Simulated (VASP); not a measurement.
# Si2P3 (I4mm) in VASP: single point with PBE

Aim: the single point of Si2P3 with PBE.

Everything below comes from runs of VASP 6.6.1. Logs are shortened: lines on timing, memory, paths and dates and some standing lists are left out, and cuts for length are marked.

### Step 1. The cell of the first run

Symmetry: I4mm, No. 107, tetragonal system. Conventional cell: a = 4.561 Å, b = 4.561 Å, c = 7.613 Å, α = 90.00°, β = 90.00°, γ = 90.00°. Si (site symmetry 2mm) has 6 P at 2.31 to 2.67 Å within 3.1 Å. Within 3.6 Å of P (site symmetry 4mm) lie 10 P at 2.42 to 3.51 Å and 8 Si at 2.67 to 3.32 Å. P (site symmetry 4mm) has 4 Si at 2.31 Å and 2 P at 2.38 to 2.81 Å within 3.1 Å. P (site symmetry 4mm) has 2 P at 2.38 to 2.42 Å and 4 Si at 2.50 Å within 3.1 Å.

The cell was built from a structure type or drawn by symmetry, and may not be a known phase.

### Step 2. Single point, PBE

INCAR reads:

```
  PREC = Accurate
  ENCUT = 500
  EDIFF = 1E-6
  ISMEAR = 0
  SIGMA = 0.2
  LREAL = F
  LASPH = T
  NELM = 120
  ALGO = Normal
  ISIF = 2
  LWAVE = F
  LCHARG = T
  GGA = PE
  LELF = T
  LVHAR = T
  NBANDS = 20
  GGA_COMPAT = F
```

KPOINTS reads:

```
regular mesh
0
Gamma
  5 5 5
```

POSCAR reads:

```
Si2P3
1.0
   -2.2802569327      2.2802569327      3.8063062548
    2.2802569327     -2.2802569327      3.8063062548
    2.2802569327      2.2802569327     -3.8063062548
Si P
2 3
Direct
    0.7895672602      0.2895672602      0.5000000000
    0.2895672602      0.7895672602      0.5000000000
    0.1070136964      0.1070136964      0.0000000000
    0.7381739061      0.7381739061      0.0000000000
    0.4254670370      0.4254670370      0.0000000000
```

Potentials or basis: VASP PAW PBE potentials, release 64 (Si, P).

Command:

```console
cat potpaw_PBE.64/Si/POTCAR potpaw_PBE.64/P/POTCAR > POTCAR
mpirun -np 1 vasp_std > vasp.out
```

OUTCAR:

```text
PREC = Accurate
   ENCUT = 500
   EDIFF = 1E-6
   ISMEAR = 0
   LREAL = F
   LASPH = T
   NELM = 120
   ISIF = 2
   GGA = PE

 ion  position               nearest neighbor table
   1  0.790  0.290  0.500-   4 2.31   4 2.31   5 2.50   5 2.50   3 2.67   3 2.67
   2  0.290  0.790  0.500-   4 2.31   4 2.31   5 2.50   5 2.50   3 2.67   3 2.67
   3  0.107  0.107  0.000-   5 2.42   2 2.67   1 2.67   1 2.67   2 2.67   4 2.81
   4  0.738  0.738  0.000-   2 2.31   1 2.31   1 2.31   2 2.31   5 2.38   3 2.81
   5  0.425  0.425  0.000-   4 2.38   3 2.42   1 2.50   2 2.50   2 2.50   1 2.50

  LATTYP: Found a body centered tetragonal cell.
 ALAT       =     4.5605138654
 C/A-ratio  =     1.6692444611

  Lattice vectors:

 A1 = (  -2.2802569327,   2.2802569327,   3.8063062548)
 A2 = (   2.2802569327,  -2.2802569327,   3.8063062548)
 A3 = (   2.2802569327,   2.2802569327,  -3.8063062548)

Analysis of symmetry for initial positions (statically):
=====================================================================
 Subroutine PRICEL returns:
 Original cell was already a primitive cell.

 Routine SETGRP: Setting up the symmetry group for a
 body centered tetragonal supercell.

 Subroutine GETGRP returns: Found  8 space group operations
 (whereof  8 operations were pure point group operations)
 out of a pool of 16 trial point group operations.

The static configuration has the point symmetry C_4v.

Analysis of symmetry for dynamics (positions and initial velocities):
=====================================================================
 Subroutine PRICEL returns:
 Original cell was already a primitive cell.

 Routine SETGRP: Setting up the symmetry group for a
 body centered tetragonal supercell.

 Subroutine GETGRP returns: Found  8 space group operations
 (whereof  8 operations were pure point group operations)
 out of a pool of 16 trial point group operations.

The dynamic configuration has the point symmetry C_4v.

 Subroutine INISYM returns: Found  8 space group operations
 (whereof  8 operations are pure point group operations),
 and found     1 'primitive' translations

----------------------------------------------------------------------------------------

                                     Primitive cell

  volume of cell :      79.1646

  direct lattice vectors                    reciprocal lattice vectors
    -2.280256933  2.280256933  3.806306255     0.000000000  0.219273536  0.131360949
     2.280256933 -2.280256933  3.806306255     0.219273536  0.000000000  0.131360949
     2.280256933  2.280256933 -3.806306255     0.219273536  0.219273536  0.000000000

  length of vectors
     4.988698294  4.988698294  4.988698294     0.255610215  0.255610215  0.310099608

  position of ions in fractional coordinates (direct lattice)
     0.789567260  0.289567260  0.500000000
     0.289567260  0.789567260  0.500000000
     0.107013696  0.107013696  0.000000000
     0.738173906  0.738173906  0.000000000
     0.425467037  0.425467037  0.000000000

  ion indices of the primitive-cell ions
   primitive index   ion index
                 1           1
                 2           2
                 3           3
                 4           4
                 5           5

----------------------------------------------------------------------------------------

 KPOINTS: regular mesh

Automatic generation of k-mesh.
 Grid dimensions read from file:
 generate k-points for:    5    5    5

 Generating k-lattice:

  Cartesian coordinates                     Fractional coordinates (reciprocal lattice)
     0.000000000  0.043854707  0.026272190     0.200000000 -0.000000000  0.000000000
     0.043854707  0.000000000  0.026272190    -0.000000000  0.200000000  0.000000000
     0.043854707  0.043854707  0.000000000     0.000000000  0.000000000  0.200000000

  Length of vectors
     0.051122043  0.051122043  0.062019922

  Shift w.r.t. Gamma in fractional coordinates (k-lattice)
     0.000000000  0.000000000  0.000000000

 Subroutine IBZKPT returns following result:
 ===========================================

 Found     18 irreducible k-points:

 Following reciprocal coordinates:
            Coordinates               Weight
  0.000000  0.000000  0.000000      1.000000
  0.200000  0.000000 -0.000000      8.000000
  0.400000  0.000000  0.000000      8.000000
  0.200000  0.200000 -0.000000      8.000000
  0.400000  0.200000  0.000000     16.000000
 -0.400000  0.200000 -0.000000     16.000000
[... 10 lines left out ...]
 -0.400000  0.400000  0.400000      4.000000
 -0.400000 -0.400000  0.400000      2.000000
   k-points           NKPTS =     18   k-points in BZ     NKDIM =     18   number of bands    NBANDS=     20
   number of dos      NEDOS =    301   number of ions     NIONS =      5
   total plane-waves  NPLWV =  46656
   dimension x,y,z NGX =    36 NGY =   36 NGZ =   36
   dimension x,y,z NGXF=    72 NGYF=   72 NGZF=   72
   ions per type =               2   3
   NGX,Y,Z   is equivalent  to a cutoff of  12.00, 12.00, 12.00 a.u.
   NGXF,Y,Z  is equivalent  to a cutoff of  23.99, 23.99, 23.99 a.u.
 SYSTEM =  unknown system
   PREC   = accura    normal or accurate (medium, high low for compatibility)
   ISTART =      0    job   : 0-new  1-cont  2-samecut
   ICHARG =      2    charge: 1-file 2-atom 10-const
   ISPIN  =      1    spin polarized calculation?
   LNONCOLLINEAR =      F non collinear calculations
   LSORBIT =      F    spin-orbit coupling
   LASPH  =      T    aspherical Exc in radial PAW
   ENCUT  =  500.0 eV  36.75 Ry    6.06 a.u.   9.10  9.10  9.10*2*pi/ulx,y,z
   NELM   =    120;   NELMIN=  2; NELMDL= -5     # of ELM steps
   EDIFF  = 0.1E-05   stopping-criterion for ELM
   LREAL  =      F    real-space projection
   EDIFFG = 0.1E-04   stopping-criterion for IOM
   NSW    =      0    number of steps for IOM
   IBRION =     -1    ionic relax: 0-MD 1-quasi-New 2-CG
   NFREE  =      0    steps in history (QN), initial steepest desc. (CG)
   ISIF   =      2    stress and relaxation
   ISYM   =      2    0-nonsym 1-usesym 2-fastsym
   POTIM  = 0.5000    time-step for ionic-motion
   TEBEG  =    0.0;   TEEND  =   0.0 temperature during run
   PSTRESS=    0.0 pullay stress
   NELECT =      23.0000    total number of electrons
   NUPDOWN=      -1.0000    fix difference up-down
   EMIN   =  10.00;   EMAX   =-10.00  energy-range for DOS
   EFERMI =   0.00;   METHOD = LEGACY
   ISMEAR =     0;   SIGMA  =   0.20  broadening in eV -4-tet -1-fermi 0-gaus
   EFERMI_NEDOS =   21; number of points for ismear=-14 and -15
   IALGO  =     38    algorithm
   IMIX   =      4    mixing-type and parameters
     AMIX     =   0.40;   BMIX     =  1.00
     AMIX_MAG =   1.60;   BMIX_MAG =  1.00
  volume/ion in A,a.u.               =      15.83       106.85
  Fermi-wavevector in a.u.,A,eV,Ry     =   1.084277  2.048987 15.995787  1.175657
  Thomas-Fermi vector in A             =   2.220363
   LORBIT       =      0    0 simple, 1 ext, 2 COOP (PROOUT), +10 PAW based schemes
   GGA     = PE    functional components
   LHFCALC =     F    Hartree Fock is set to
   AEXX    =    0.0000 exact exchange contribution
   IVDW    =     0    specifies the selected vdW correction
   LEPSILON=     F    determine dielectric tensor
   LRPA    =     F    only Hartree local field effects (RPA)
 non-spin polarized calculation
 Gauss-broadening in eV      SIGMA  =   0.20
  energy-cutoff  :      500.00
  volume of cell :       79.16
 maximum number of plane-waves:      2042
   NGX = 19   NGY = 19   NGZ = 19

 number of electron      22.9999999 magnetization

 Free energy of the ion-electron system (eV)
  ---------------------------------------------------
  ext. energy  EPLUGINS =         0.00000000
  ---------------------------------------------------
  free energy    TOTEN  =       -25.44944183 eV

  energy without entropy =      -25.41724124  energy(sigma->0) =      -25.43334153

 E-fermi :   8.2501     XC(G=0): -10.7838

 val. band max:        8.1946770198   @ k =   0.4000   0.0000   0.0000
 cond. band min:       8.2958320852   @ k =  -0.2000  -0.2000   0.2000
 fundamental gap:      0.1011550654
 Fermi energy:         8.2501000902

 k-point     1 :       0.0000    0.0000    0.0000
  band No.  band energies     occupation
      1      -6.8324      2.00000
      2      -1.3593      2.00000
      3       0.0443      2.00000
      4       2.0573      2.00000
      5       2.0573      2.00000
      6       2.7940      2.00000
[... 12 lines left out ...]
     19      15.6625      0.00000
     20      16.0335      0.00000

 k-point     2 :       0.2000    0.0000   -0.0000
  band No.  band energies     occupation
      1      -6.5047      2.00000
      2      -2.2854      2.00000
      3      -0.0203      2.00000
      4       1.2327      2.00000
      5       2.1570      2.00000
      6       2.2847      2.00000
[... 12 lines left out ...]
     19      14.4766      0.00000
     20      16.1907      0.00000

 k-point     3 :       0.4000    0.0000    0.0000
  band No.  band energies     occupation
      1      -5.5584      2.00000
      2      -3.9886      2.00000
      3      -0.2321      2.00000
      4       1.0097      2.00000
      5       1.7981      2.00000
      6       2.5389      2.00000
[... 12 lines left out ...]
     19      14.9399      0.00000
     20      15.5018      0.00000

 k-point     4 :       0.2000    0.2000   -0.0000
  band No.  band energies     occupation
      1      -6.0271      2.00000
      2      -2.9884      2.00000
      3      -0.1460      2.00000
      4      -0.1229      2.00000
      5       1.7355      2.00000
      6       2.5480      2.00000
[... 12 lines left out ...]
     19      14.6952      0.00000
     20      14.8787      0.00000

 k-point     5 :       0.4000    0.2000    0.0000
  band No.  band energies     occupation
      1      -5.0026      2.00000
      2      -4.2145      2.00000
      3      -0.6719      2.00000
      4      -0.3441      2.00000
      5       0.9255      2.00000
      6       2.4282      2.00000
[... 12 lines left out ...]
     19      14.5948      0.00000
     20      15.2514      0.00000

 k-point     6 :      -0.4000    0.2000   -0.0000
  band No.  band energies     occupation
      1      -5.5757      2.00000
      2      -3.4193      2.00000
      3      -0.6882      2.00000
      4       0.1715      2.00000
      5       0.4405      2.00000
      6       2.9439      2.00000
[... 12 lines left out ...]
     19      14.4510      0.00000
     20      15.6535      0.00000

 k-point     7 :      -0.2000    0.2000    0.0000
  band No.  band energies     occupation
      1      -6.3459      2.00000
      2      -2.2220      2.00000
      3      -0.4318      2.00000
      4       0.2787      2.00000
      5       1.8711      2.00000
      6       3.6034      2.00000
[... 12 lines left out ...]
     19      15.2992      0.00000
     20      16.4089      0.00000
[... 139 lines left out ...]
 k-point    14 :      -0.4000   -0.4000    0.2000
  band No.  band energies     occupation
      1      -5.2407      2.00000
      2      -3.7467      2.00000
      3      -1.7836      2.00000
      4      -0.5924      2.00000
      5       2.6302      2.00000
      6       3.1014      2.00000
[... 12 lines left out ...]
     19      14.2906      0.00000
     20      14.4365      0.00000

 k-point    15 :      -0.2000   -0.4000    0.2000
  band No.  band energies     occupation
      1      -5.8995      2.00000
      2      -3.2226      2.00000
      3      -1.1652      2.00000
      4       0.6985      2.00000
      5       1.5816      2.00000
      6       3.1331      2.00000
[... 12 lines left out ...]
     19      14.0061      0.00000
     20      15.2499      0.00000

 k-point    16 :      -0.2000   -0.2000    0.2000
  band No.  band energies     occupation
      1      -6.5127      2.00000
      2      -2.2264      2.00000
      3      -0.3060      2.00000
      4       1.6289      2.00000
      5       1.6289      2.00000
      6       2.4531      2.00000
[... 12 lines left out ...]
     19      13.6314      0.00000
     20      17.1901      0.00000

 k-point    17 :      -0.4000    0.4000    0.4000
  band No.  band energies     occupation
      1      -5.2614      2.00000
      2      -3.7385      2.00000
      3      -2.2479      2.00000
      4       0.4561      2.00000
      5       1.3195      2.00000
      6       3.8758      2.00000
[... 12 lines left out ...]
     19      13.7198      0.00000
     20      14.2120      0.00000

 k-point    18 :      -0.4000   -0.4000    0.4000
  band No.  band energies     occupation
      1      -5.7329      2.00000
      2      -3.2027      2.00000
      3      -1.9275      2.00000
      4       1.1453      2.00000
      5       1.1453      2.00000
      6       2.0309      2.00000
[... 12 lines left out ...]
     19      13.2759      0.00000
     20      14.3747      0.00000

------------------------ aborting loop because EDIFF is reached ----------------------------------------

  FORCE on cell =-STRESS in cart. coord.  units (eV):
  Direction    XX          YY          ZZ          XY          YZ          ZX
  --------------------------------------------------------------------------------------
  -------------------------------------------------------------------------------------
  Total        0.0118977      0.0118977      0.0332383      0.0000000      0.0000000      0.0000000
  in kB        0.2407913      0.2407913      0.6726943      0.0000000      0.0000000      0.0000000
  external PRESSURE =       0.3847590 kB  Pullay stress =       0.0000000 kB

 VOLUME and BASIS-vectors are now :
 -----------------------------------------------------------------------------
  energy-cutoff  :      500.00
  volume of cell :       79.16
      direct lattice vectors                 reciprocal lattice vectors
    -2.280256933  2.280256933  3.806306255     0.000000000  0.219273536  0.131360949
     2.280256933 -2.280256933  3.806306255     0.219273536  0.000000000  0.131360949
     2.280256933  2.280256933 -3.806306255     0.219273536  0.219273536  0.000000000

 POSITION                                       TOTAL-FORCE (eV/Angst)
 -----------------------------------------------------------------------------------
     -0.00000      2.28026      2.20436         0.000000      0.000000     -0.020826
      2.28026     -0.00000      2.20436        -0.000000     -0.000000     -0.020826
      0.00000      0.00000      0.81465         0.000000      0.000000      0.039086
      0.00000      0.00000      5.61943        -0.000000     -0.000000     -0.009558
      0.00000      0.00000      3.23892        -0.000000     -0.000000      0.012123
 -----------------------------------------------------------------------------------
    total drift:                               -0.000000     -0.000000      0.000042

  FREE ENERGIE OF THE ION-ELECTRON SYSTEM (eV)
  ---------------------------------------------------
  free  energy   TOTEN  =       -25.4494418301 eV

  energy  without entropy=      -25.4172412399  energy(sigma->0) =      -25.43334153
```

It took 37 s on 1 thread of AMD EPYC 7R43 (Zen 3), shared host; peak memory 0.16 GiB.

Results:

```
Free energy            : -25.4494 eV
Pressure               : 0.0 GPa
Largest force          : 0.039 eV/Å
Band gap on the k mesh : zero (an odd number of electrons rules out a gap without spin polarisation)
```

Forces on the atoms (eV/Å):
```
Si   0.000  0.000 -0.021
Si   0.000  0.000 -0.021
P    0.000  0.000  0.039
P    0.000  0.000 -0.010
P    0.000  0.000  0.012
```

Levels at points of the mesh, in eV from the Fermi level:
| k point | band 9 | band 10 | band 11 | band 12 | band 13 | band 14 | band 15 | band 16 |
| --- | --- | --- | --- | --- | --- | --- | --- | --- |
| (0.00, 0.00, 0.00) | -3.18 | -3.18 | -2.06 | -2.06 | -0.91 | -0.90 | 2.29 | 6.41 |
